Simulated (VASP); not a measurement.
# NaB (Pm-3m) in VASP: relaxation of cell and atoms with PBE

Aim: the relaxation of cell and atoms of NaB with PBE.

Everything below comes from runs of VASP 6.6.1. Logs are shortened: lines on timing, memory, paths and dates and some standing lists are left out, and cuts for length are marked.

## Step 1: The cell of the first run

It takes space group Pm-3m (No. 221, cubic). Conventional cell: a = 3.605 Å, b = 3.605 Å, c = 3.605 Å, α = 90.00°, β = 90.00°, γ = 90.00°. Na (site symmetry m-3m) has 8 B at 3.12 Å and 6 Na at 3.61 Å within 4.1 Å. Within 4.1 Å of B (site symmetry m-3m) lie 8 Na at 3.12 Å and 6 B at 3.61 Å.

The cell was built from a structure type or drawn by symmetry, and may not be a known phase.

## Step 2: Relaxation of cell and atoms, PBE

Contents of INCAR:

```
SYSTEM = NaB
PREC = Accurate ; ENCUT = 970
EDIFF = 1E-7 ; ISMEAR = 0
SIGMA = 0.1 ; LREAL = .False.
LASPH = .True. ; NELM = 120
ALGO = Normal ; ISIF = 3
LWAVE = .False. ; LCHARG = .False.
GGA = PE ; IBRION = 2
NSW = 90 ; EDIFFG = -0.04
GGA_COMPAT = .False. ; NELMIN = 4
```

Contents of KPOINTS:

```
regular mesh
0
Gamma
  6 6 6
  0 0 0
```

Contents of POSCAR:

```
NaB
1.0
    3.6053803400      0.0000000000      0.0000000000
    0.0000000000      3.6053803400      0.0000000000
    0.0000000000      0.0000000000      3.6053803400
Na B
1 1
Direct
    0.5000000000      0.5000000000      0.5000000000
    0.0000000000      0.0000000000      0.0000000000
```

Potentials or basis: VASP PAW PBE potentials, release 64 (Na_sv, B).

Command:

```bash
$ cat potpaw_PBE.64/Na_sv/POTCAR potpaw_PBE.64/B/POTCAR > POTCAR
$ mpirun -np 1 vasp_std > vasp.out
```

OUTCAR:

```text
SYSTEM = NaB
   PREC = Accurate
   ENCUT = 970
   EDIFF = 1E-7
   ISMEAR = 0
   LREAL = .False.
   LASPH = .True.
   NELM = 120
   ISIF = 3
   GGA = PE
   IBRION = 2
   NSW = 90
   EDIFFG = -0.04
   NELMIN = 4

 ion  position               nearest neighbor table
   1  0.500  0.500  0.500-
   2  0.000  0.000  0.000-

  LATTYP: Found a simple cubic cell.
 ALAT       =     3.6053803400

  Lattice vectors:

 A1 = (   3.6053803400,   0.0000000000,   0.0000000000)
 A2 = (   0.0000000000,   3.6053803400,   0.0000000000)
 A3 = (   0.0000000000,   0.0000000000,   3.6053803400)

Analysis of symmetry for initial positions (statically):
=====================================================================
 Subroutine PRICEL returns:
 Original cell was already a primitive cell.

 Routine SETGRP: Setting up the symmetry group for a
 simple cubic supercell.

 Subroutine GETGRP returns: Found 48 space group operations
 (whereof 48 operations were pure point group operations)
 out of a pool of 48 trial point group operations.

The static configuration has the point symmetry O_h .

Analysis of symmetry for dynamics (positions and initial velocities):
=====================================================================
 Subroutine PRICEL returns:
 Original cell was already a primitive cell.

 Routine SETGRP: Setting up the symmetry group for a
 simple cubic supercell.

 Subroutine GETGRP returns: Found 48 space group operations
 (whereof 48 operations were pure point group operations)
 out of a pool of 48 trial point group operations.

The dynamic configuration has the point symmetry O_h .

 Subroutine INISYM returns: Found 48 space group operations
 (whereof 48 operations are pure point group operations),
 and found     1 'primitive' translations

----------------------------------------------------------------------------------------

                                     Primitive cell

  volume of cell :      46.8655

  direct lattice vectors                    reciprocal lattice vectors
     3.605380340  0.000000000  0.000000000     0.277363248  0.000000000  0.000000000
     0.000000000  3.605380340  0.000000000     0.000000000  0.277363248  0.000000000
     0.000000000  0.000000000  3.605380340     0.000000000  0.000000000  0.277363248

  length of vectors
     3.605380340  3.605380340  3.605380340     0.277363248  0.277363248  0.277363248

  position of ions in fractional coordinates (direct lattice)
     0.500000000  0.500000000  0.500000000
     0.000000000  0.000000000  0.000000000

  ion indices of the primitive-cell ions
   primitive index   ion index
                 1           1
                 2           2

----------------------------------------------------------------------------------------

 KPOINTS: regular mesh

Automatic generation of k-mesh.
 Grid dimensions read from file:
 generate k-points for:    6    6    6

 Generating k-lattice:

  Cartesian coordinates                     Fractional coordinates (reciprocal lattice)
     0.046227208  0.000000000  0.000000000     0.166666667  0.000000000  0.000000000
     0.000000000  0.046227208  0.000000000     0.000000000  0.166666667  0.000000000
     0.000000000  0.000000000  0.046227208     0.000000000  0.000000000  0.166666667

  Length of vectors
     0.046227208  0.046227208  0.046227208

  Shift w.r.t. Gamma in fractional coordinates (k-lattice)
     0.000000000  0.000000000  0.000000000

 Subroutine IBZKPT returns following result:
 ===========================================

 Found     20 irreducible k-points:

 Following reciprocal coordinates:
            Coordinates               Weight
  0.000000  0.000000  0.000000      1.000000
  0.166667  0.000000  0.000000      6.000000
  0.333333  0.000000  0.000000      6.000000
  0.500000  0.000000  0.000000      3.000000
  0.166667  0.166667  0.000000     12.000000
  0.333333  0.166667  0.000000     24.000000
[... 12 lines left out ...]
  0.500000  0.500000  0.333333      6.000000
  0.500000  0.500000  0.500000      1.000000
   k-points           NKPTS =     20   k-points in BZ     NKDIM =     20   number of bands    NBANDS=     10
   number of dos      NEDOS =    301   number of ions     NIONS =      2
   total plane-waves  NPLWV =  64000
   dimension x,y,z NGX =    40 NGY =   40 NGZ =   40
   dimension x,y,z NGXF=    80 NGYF=   80 NGZF=   80
   ions per type =               1   1
   NGX,Y,Z   is equivalent  to a cutoff of  18.44, 18.44, 18.44 a.u.
   NGXF,Y,Z  is equivalent  to a cutoff of  36.89, 36.89, 36.89 a.u.
 SYSTEM =  NaB
   PREC   = accura    normal or accurate (medium, high low for compatibility)
   ISTART =      0    job   : 0-new  1-cont  2-samecut
   ICHARG =      2    charge: 1-file 2-atom 10-const
   ISPIN  =      1    spin polarized calculation?
   LNONCOLLINEAR =      F non collinear calculations
   LSORBIT =      F    spin-orbit coupling
   LASPH  =      T    aspherical Exc in radial PAW
   ENCUT  =  970.0 eV  71.29 Ry    8.44 a.u.   9.16  9.16  9.16*2*pi/ulx,y,z
   NELM   =    120;   NELMIN=  4; NELMDL= -5     # of ELM steps
   EDIFF  = 0.1E-06   stopping-criterion for ELM
   LREAL  =      F    real-space projection
   EDIFFG = -.4E-01   stopping-criterion for IOM
   NSW    =     90    number of steps for IOM
   IBRION =      2    ionic relax: 0-MD 1-quasi-New 2-CG
   NFREE  =      1    steps in history (QN), initial steepest desc. (CG)
   ISIF   =      3    stress and relaxation
   ISYM   =      2    0-nonsym 1-usesym 2-fastsym
   POTIM  = 0.5000    time-step for ionic-motion
   TEBEG  =    0.0;   TEEND  =   0.0 temperature during run
   PSTRESS=    0.0 pullay stress
   NELECT =      12.0000    total number of electrons
   NUPDOWN=      -1.0000    fix difference up-down
   EMIN   =  10.00;   EMAX   =-10.00  energy-range for DOS
   EFERMI =   0.00;   METHOD = LEGACY
   ISMEAR =     0;   SIGMA  =   0.10  broadening in eV -4-tet -1-fermi 0-gaus
   EFERMI_NEDOS =   21; number of points for ismear=-14 and -15
   IALGO  =     38    algorithm
   IMIX   =      4    mixing-type and parameters
     AMIX     =   0.40;   BMIX     =  1.00
     AMIX_MAG =   1.60;   BMIX_MAG =  1.00
  volume/ion in A,a.u.               =      23.43       158.13
  Fermi-wavevector in a.u.,A,eV,Ry     =   1.039563  1.964489 14.703698  1.080691
  Thomas-Fermi vector in A             =   2.174099
   LORBIT       =      0    0 simple, 1 ext, 2 COOP (PROOUT), +10 PAW based schemes
   GGA     = PE    functional components
   LHFCALC =     F    Hartree Fock is set to
   AEXX    =    0.0000 exact exchange contribution
   IVDW    =     0    specifies the selected vdW correction
   LEPSILON=     F    determine dielectric tensor
   LRPA    =     F    only Hartree local field effects (RPA)
 conjugate gradient relaxation of ions
 non-spin polarized calculation
 Gauss-broadening in eV      SIGMA  =   0.10
  energy-cutoff  :      970.00
  volume of cell :       46.87
 maximum number of plane-waves:      3235
 NGX is ok and might be reduce to    40
   NGX = 19   NGY = 19   NGZ = 19

--------------------------------------- Ionic step        1  -------------------------------------------

 number of electron      11.9999997 magnetization

 Free energy of the ion-electron system (eV)
  ---------------------------------------------------
  ext. energy  EPLUGINS =         0.00000000
  ---------------------------------------------------
  free energy    TOTEN  =        -4.37944015 eV

  energy without entropy =       -4.36834064  energy(sigma->0) =       -4.37389039

------------------------ aborting loop because EDIFF is reached ----------------------------------------

  FORCE on cell =-STRESS in cart. coord.  units (eV):
  Direction    XX          YY          ZZ          XY          YZ          ZX
  --------------------------------------------------------------------------------------
  -------------------------------------------------------------------------------------
  Total       -1.8713359     -1.8713359     -1.8713359     -0.0000000     -0.0000000      0.0000000
  in kB      -63.9748213    -63.9748213    -63.9748213     -0.0000000     -0.0000000      0.0000000
  external PRESSURE =     -63.9748213 kB  Pullay stress =       0.0000000 kB
[... 93 lines left out ...]
  energy  without entropy=       -4.7836447615  energy(sigma->0) =       -4.78908877

--------------------------------------- Ionic step        4  -------------------------------------------

 number of electron      11.9999998 magnetization

 E-fermi :   3.9762     XC(G=0): -10.3110

 val. band max:        3.7591531807   @ k =   0.3333   0.3333   0.0000
 cond. band min:       4.0400192556   @ k =   0.3333   0.3333   0.1667
 fundamental gap:      0.2808660748
 Fermi energy:         3.9762096932

 k-point     1 :       0.0000    0.0000    0.0000
  band No.  band energies     occupation
      1     -46.8789      2.00000
      2     -18.7107      2.00000
      3     -18.7107      2.00000
      4     -18.7107      2.00000
      5      -5.1105      2.00000
      6       7.7630      0.00000
      7       7.7630      0.00000
      8       7.7630      0.00000
      9      13.3738      0.00000
     10      13.3740      0.00000
[... 314 lines left out ...]
  energy  without entropy=       -4.8105083685  energy(sigma->0) =       -4.81505074

--------------------------------------- Ionic step        6  -------------------------------------------

 number of electron      12.0000003 magnetization

 Free energy of the ion-electron system (eV)
  ---------------------------------------------------
  ext. energy  EPLUGINS =         0.00000000
  ---------------------------------------------------
  free energy    TOTEN  =        -4.82298946 eV

  energy without entropy =       -4.81489753  energy(sigma->0) =       -4.81894349

 E-fermi :   1.9910     XC(G=0):  -9.1211

 val. band max:        1.8637714576   @ k =   0.3333   0.3333   0.1667
 cond. band min:       2.0091753092   @ k =   0.5000   0.5000   0.5000
 fundamental gap:      0.1454038517
 Fermi energy:         1.9909726070

 k-point     1 :       0.0000    0.0000    0.0000
  band No.  band energies     occupation
      1     -48.9180      2.00000
      2     -20.8047      2.00000
      3     -20.8047      2.00000
      4     -20.8047      2.00000
      5      -5.7954      2.00000
      6       5.0060      0.00000
      7       5.0060      0.00000
      8       5.0060      0.00000
      9      10.6918      0.00000
     10      10.6918      0.00000
[... 274 lines left out ...]
  FREE ENERGIE OF THE ION-ELECTRON SYSTEM (eV)
  ---------------------------------------------------
  free  energy   TOTEN  =        -4.8229894561 eV

  energy  without entropy=       -4.8148975256  energy(sigma->0) =       -4.81894349

 reached required accuracy - stopping structural energy minimisation
```

It took 3.1 min on 1 thread of Intel Xeon Platinum 8259CL at 2.50GHz (Skylake/Cascade Lake), shared host; peak memory 0.25 GiB.

Results:

```yaml
Free_energy: -4.8230 eV
Relaxed_volume: 15.52 Å³/atom
Relaxed_cell: a = 3.142 Å, b = 3.142 Å, c = 3.142 Å, α = 90.00°, β = 90.00°, γ = 90.00°
Space_group_after_relaxing_to_0.1_Å: Pm-3m (No. 221)
Energy_gained_by_relaxing: 221.8 meV/atom
Ionic_steps: 6
Pressure_after_relaxing: 0.1 GPa
Band_gap_on_the_k_mesh: zero (bands 6 and 7 overlap by 3.99 eV)
```

Step by step:
```
step  energy change (eV)  largest force (eV/Å)  pressure (GPa)  volume (Å³)
   1              0.0000                0.0000           -6.40        46.87
   2             -0.2307                0.0000           -5.60        40.80
   3             -0.4151                0.0000           -2.76        34.13
   4             -0.0510                0.0000           20.38        23.06
   5             -0.4402                0.0000           -1.06        32.08
   6             -0.4435                0.0000            0.06        31.03
```

Final structure:
```xyz
2
Lattice="3.1425 0.0000 0.0000 0.0000 3.1425 0.0000 0.0000 0.0000 3.1425" Properties=species:S:1:pos:R:3 pbc="T T T"
Na    1.5712    1.5712    1.5712
B     0.0000    0.0000    0.0000
```

Levels at points of the mesh, in eV from the Fermi level:
| k point | band 2 | band 3 | band 4 | band 5 | band 6 | band 7 | band 8 | band 9 | band 10 |
| --- | --- | --- | --- | --- | --- | --- | --- | --- | --- |
| (0.00, 0.00, 0.00) | -22.80 | -22.80 | -22.80 | -7.79 | 3.02 | 3.02 | 3.02 | 8.70 | 8.70 |
| (0.50, 0.00, 0.00) | -22.92 | -22.78 | -22.78 | -5.71 | -2.62 | 3.60 | 3.60 | 10.84 | 11.93 |
| (0.50, 0.50, 0.00) | -22.90 | -22.90 | -22.77 | -4.13 | -0.97 | -0.97 | 4.34 | 5.25 | 13.47 |
| (0.50, 0.50, 0.50) | -22.88 | -22.88 | -22.88 | -2.31 | 0.02 | 0.02 | 0.02 | 7.17 | 7.17 |

Caveat: the volume moved by over 15 % at a fixed basis, so the end points are rough.
